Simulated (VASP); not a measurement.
# Hf2S (P6_3/mmc) in VASP: a series of runs

Hf2S is run at these levels: PBEsol; tasks: single point, relaxation of cell and atoms.

All numbers are computed with VASP 6.6.1; they aren't measurements. Logs are shortened: lines on timing, memory, paths and dates and some standing lists are left out, and cuts for length are marked.

## (1) The cell of the first run

Symmetry: P6_3/mmc, No. 194, hexagonal system. The conventional cell has a = 3.347 Å, b = 3.347 Å, c = 11.664 Å, α = 90.00°, β = 90.00°, γ = 120.00°. Within 3.5 Å of Hf (site symmetry 3m) lie 3 S at 2.60 Å and 10 Hf at 3.05 to 3.47 Å. S (site symmetry -6m2) has 6 Hf at 2.60 Å and 6 S at 3.35 Å within 3.4 Å.

## (2) Single point, PBEsol

The input, INCAR:

```
SYSTEM = Hf2S
ALGO     = Normal         ! electronic algorithm
EDIFF    = 1E-6           ! SCF threshold, eV
ENCUT    = 520            ! plane-wave cutoff, eV
GGA      = PS             ! functional
ISIF     = 2              ! what is computed and relaxed
ISMEAR   = 0              ! smearing method
LASPH    = .True.         ! aspherical terms in the spheres
LCHARG   = .False.        ! write CHGCAR
LREAL    = .False.        ! projectors in reciprocal space
LWAVE    = .False.        ! write WAVECAR
NBANDS   = 35             ! bands
NELM     = 60             ! most SCF steps
PREC     = Accurate       ! precision mode
SIGMA    = 0.1            ! smearing width, eV
```

The input, KPOINTS:

```
k-points
0
Gamma
  12 12 4
  0 0 0
```

The input, POSCAR:

```
Hf2S
1.0
    3.3465310250      0.0000000000      0.0000000000
   -1.6732655125      2.8981808822      0.0000000000
    0.0000000000      0.0000000000     11.6642358436
Hf S
4 2
Direct
    0.6666666667      0.3333333333      0.8986176344
    0.3333333333      0.6666666667      0.3986176344
    0.6666666667      0.3333333333      0.6013823656
    0.3333333333      0.6666666667      0.1013823656
    0.0000000000      0.0000000000      0.7500000000
    0.0000000000      0.0000000000      0.2500000000
```

Potentials or basis: VASP PAW PBE potentials, release 64 (Hf_pv, S).

The run is started by

```bash
$ cat potpaw_PBE.64/Hf_pv/POTCAR potpaw_PBE.64/S/POTCAR > POTCAR
$ mpirun -np 1 vasp_std > vasp.out
```

OUTCAR:

```text
SYSTEM = Hf2S
   EDIFF = 1E-6
   ENCUT = 520
   GGA = PS
   ISIF = 2
   ISMEAR = 0
   LASPH = .True.
   LREAL = .False.
   NELM = 60
   PREC = Accurate

 ion  position               nearest neighbor table
   1  0.667  0.333  0.899-   5 2.60   5 2.60   5 2.60   4 3.05   4 3.05   4 3.05   3 3.47
   2  0.333  0.667  0.399-   6 2.60   6 2.60   6 2.60   3 3.05   3 3.05   3 3.05   4 3.47
   3  0.667  0.333  0.601-   5 2.60   5 2.60   5 2.60   2 3.05   2 3.05   2 3.05   1 3.47
   4  0.333  0.667  0.101-   6 2.60   6 2.60   6 2.60   1 3.05   1 3.05   1 3.05   2 3.47
   5  0.000  0.000  0.750-   1 2.60   3 2.60   1 2.60   3 2.60   1 2.60   3 2.60
   6  0.000  0.000  0.250-   2 2.60   4 2.60   2 2.60   4 2.60   2 2.60   4 2.60

  LATTYP: Found a hexagonal cell.
 ALAT       =     3.3465310250
 C/A-ratio  =     3.4854707028

  Lattice vectors:

 A1 = (   3.3465310250,   0.0000000000,   0.0000000000)
 A2 = (  -1.6732655125,   2.8981808822,   0.0000000000)
 A3 = (   0.0000000000,   0.0000000000,  11.6642358436)

Analysis of symmetry for initial positions (statically):
=====================================================================
 Subroutine PRICEL returns:
 Original cell was already a primitive cell.

 Routine SETGRP: Setting up the symmetry group for a
 hexagonal supercell.

 Subroutine GETGRP returns: Found 24 space group operations
 (whereof 12 operations were pure point group operations)
 out of a pool of 24 trial point group operations.

The static configuration has the point symmetry D_3d.
 The point group associated with its full space group is D_6h.

Analysis of symmetry for dynamics (positions and initial velocities):
=====================================================================
 Subroutine PRICEL returns:
 Original cell was already a primitive cell.

 Routine SETGRP: Setting up the symmetry group for a
 hexagonal supercell.

 Subroutine GETGRP returns: Found 24 space group operations
 (whereof 12 operations were pure point group operations)
 out of a pool of 24 trial point group operations.

The dynamic configuration has the point symmetry D_3d.
 The point group associated with its full space group is D_6h.

 Subroutine INISYM returns: Found 24 space group operations
 (whereof 12 operations are pure point group operations),
[... 102 lines left out ...]
   ENCUT  =  520.0 eV  38.22 Ry    6.18 a.u.   6.22  6.22 21.69*2*pi/ulx,y,z
   NELM   =     60;   NELMIN=  2; NELMDL= -5     # of ELM steps
   EDIFF  = 0.1E-05   stopping-criterion for ELM
   LREAL  =      F    real-space projection
   EDIFFG = 0.1E-04   stopping-criterion for IOM
   NSW    =      0    number of steps for IOM
   IBRION =     -1    ionic relax: 0-MD 1-quasi-New 2-CG
   NFREE  =      0    steps in history (QN), initial steepest desc. (CG)
   ISIF   =      2    stress and relaxation
   ISYM   =      2    0-nonsym 1-usesym 2-fastsym
   POTIM  = 0.5000    time-step for ionic-motion
   TEBEG  =    0.0;   TEEND  =   0.0 temperature during run
   PSTRESS=    0.0 pullay stress
   NELECT =      52.0000    total number of electrons
   NUPDOWN=      -1.0000    fix difference up-down
   EMIN   =  10.00;   EMAX   =-10.00  energy-range for DOS
   EFERMI =   0.00;   METHOD = LEGACY
   ISMEAR =     0;   SIGMA  =   0.10  broadening in eV -4-tet -1-fermi 0-gaus
   EFERMI_NEDOS =   21; number of points for ismear=-14 and -15
   IALGO  =     38    algorithm
   IMIX   =      4    mixing-type and parameters
     AMIX     =   0.40;   BMIX     =  1.00
     AMIX_MAG =   1.60;   BMIX_MAG =  1.00
  volume/ion in A,a.u.               =      18.85       127.24
  Fermi-wavevector in a.u.,A,eV,Ry     =   1.263428  2.387532 21.718294  1.596250
  Thomas-Fermi vector in A             =   2.396785
   LORBIT       =      0    0 simple, 1 ext, 2 COOP (PROOUT), +10 PAW based schemes
   GGA     = PS    functional components
   LHFCALC =     F    Hartree Fock is set to
   AEXX    =    0.0000 exact exchange contribution
   IVDW    =     0    specifies the selected vdW correction
   LEPSILON=     F    determine dielectric tensor
   LRPA    =     F    only Hartree local field effects (RPA)
 non-spin polarized calculation
 Gauss-broadening in eV      SIGMA  =   0.10
  energy-cutoff  :      520.00
  volume of cell :      113.13
 maximum number of plane-waves:      3079
 NGX is ok and might be reduce to    28
   NGX = 13   NGY = 13   NGZ = 43

 number of electron      52.0000004 magnetization

 Free energy of the ion-electron system (eV)
  ---------------------------------------------------
  ext. energy  EPLUGINS =         0.00000000
  ---------------------------------------------------
  free energy    TOTEN  =       -57.46000005 eV

  energy without entropy =      -57.44567440  energy(sigma->0) =      -57.45283722

 E-fermi :   6.4466     XC(G=0): -11.6084

 val. band max:        6.4333965449   @ k =   0.2500   0.0833   0.0000
 cond. band min:       6.4499246019   @ k =   0.3333   0.2500   0.0000
 fundamental gap:      0.0165280570
 Fermi energy:         6.4465796691

 k-point     1 :       0.0000    0.0000    0.0000
  band No.  band energies     occupation
      1     -24.7490      2.00000
      2     -24.6132      2.00000
      3     -24.2892      2.00000
      4     -24.1782      2.00000
      5     -24.1782      2.00000
      6     -24.1674      2.00000
[... 901 lines left out ...]
     34       9.5676      0.00000
     35      10.0382      0.00000

 [... further k-points ...]

------------------------ aborting loop because EDIFF is reached ----------------------------------------

  FORCE on cell =-STRESS in cart. coord.  units (eV):
  Direction    XX          YY          ZZ          XY          YZ          ZX
  --------------------------------------------------------------------------------------
  -------------------------------------------------------------------------------------
  Total       -0.3134879     -0.3134879     -0.2946096     -0.0000000      0.0000000      0.0000000
  in kB       -4.4397118     -4.4397118     -4.1723506     -0.0000000      0.0000000      0.0000000
  external PRESSURE =      -4.3505914 kB  Pullay stress =       0.0000000 kB

 VOLUME and BASIS-vectors are now :
 -----------------------------------------------------------------------------
  energy-cutoff  :      520.00
  volume of cell :      113.13
      direct lattice vectors                 reciprocal lattice vectors
     3.346531025  0.000000000  0.000000000     0.298816892  0.172522013  0.000000000
    -1.673265512  2.898180882  0.000000000     0.000000000  0.345044026  0.000000000
     0.000000000  0.000000000 11.664235844     0.000000000  0.000000000  0.085732149

 POSITION                                       TOTAL-FORCE (eV/Angst)
 -----------------------------------------------------------------------------------
      1.67327      0.96606     10.48169         0.000000     -0.000000     -0.006951
     -0.00000      1.93212      4.64957        -0.000000      0.000000     -0.006951
      1.67327      0.96606      7.01467         0.000000     -0.000000      0.006951
     -0.00000      1.93212      1.18255        -0.000000      0.000000      0.006951
      0.00000      0.00000      8.74818         0.000000      0.000000      0.000000
      0.00000      0.00000      2.91606         0.000000      0.000000     -0.000000
 -----------------------------------------------------------------------------------
    total drift:                               -0.000000      0.000000      0.000000

  FREE ENERGIE OF THE ION-ELECTRON SYSTEM (eV)
  ---------------------------------------------------
  free  energy   TOTEN  =       -57.4600000452 eV

  energy  without entropy=      -57.4456744021  energy(sigma->0) =      -57.45283722
```

OSZICAR:

```text
N       E                     dE             d eps       ncg     rms          rms(c)
DAV:   1     0.236063913572E+03    0.23606E+03   -0.28054E+04  4030   0.142E+03
DAV:   2    -0.424880033801E+02   -0.27855E+03   -0.26817E+03  4759   0.341E+02
DAV:   3    -0.593783356771E+02   -0.16890E+02   -0.16587E+02  5249   0.561E+01
DAV:   4    -0.596976757152E+02   -0.31934E+00   -0.31741E+00  5020   0.852E+00
DAV:   5    -0.597036915997E+02   -0.60159E-02   -0.60096E-02  5058   0.105E+00    0.102E+02
DAV:   6    -0.579189198042E+02    0.17848E+01   -0.27069E+00  4559   0.716E+00    0.612E+01
DAV:   7    -0.575211228915E+02    0.39780E+00   -0.29442E+00  4564   0.739E+00    0.517E+00
DAV:   8    -0.574610115562E+02    0.60111E-01   -0.40996E-01  4584   0.274E+00    0.147E+00
DAV:   9    -0.574603441950E+02    0.66736E-03   -0.17169E-02  5167   0.627E-01    0.732E-01
DAV:  10    -0.574600003743E+02    0.34382E-03   -0.23499E-03  4597   0.217E-01    0.243E-01
DAV:  11    -0.574600038427E+02   -0.34684E-05   -0.14019E-04  5264   0.539E-02    0.638E-02
DAV:  12    -0.574599995228E+02    0.43198E-05   -0.10660E-05  4854   0.162E-02    0.140E-02
DAV:  13    -0.574600000452E+02   -0.52241E-06   -0.12637E-06  3353   0.551E-03
   1 F= -.57460000E+02 E0= -.57452837E+02  d E =-.143256E-01
```

It took 2.3 min on 1 thread of Intel Xeon Platinum 8559C (Emerald Rapids), shared host; peak memory 0.35 GiB.

Results:

| Quantity | Value |
| --- | --- |
| Free energy | -57.4600 eV |
| Pressure | -0.4 GPa |
| Largest force | 0.007 eV/Å |
| Band gap on the k mesh | zero (bands 26 and 27 overlap by 1.03 eV) |

Forces in eV/Å, atoms in the order of the input:
```
Hf   0.000  0.000 -0.007
Hf   0.000  0.000 -0.007
Hf   0.000  0.000  0.007
Hf   0.000  0.000  0.007
S    0.000  0.000  0.000
S    0.000  0.000  0.000
```

Caveat: the PAW data sets were made with another functional, which shifts forces and pressure a little; spin-orbit coupling is left out, which moves the levels of the heavy elements.

[end of part 1 of 2]
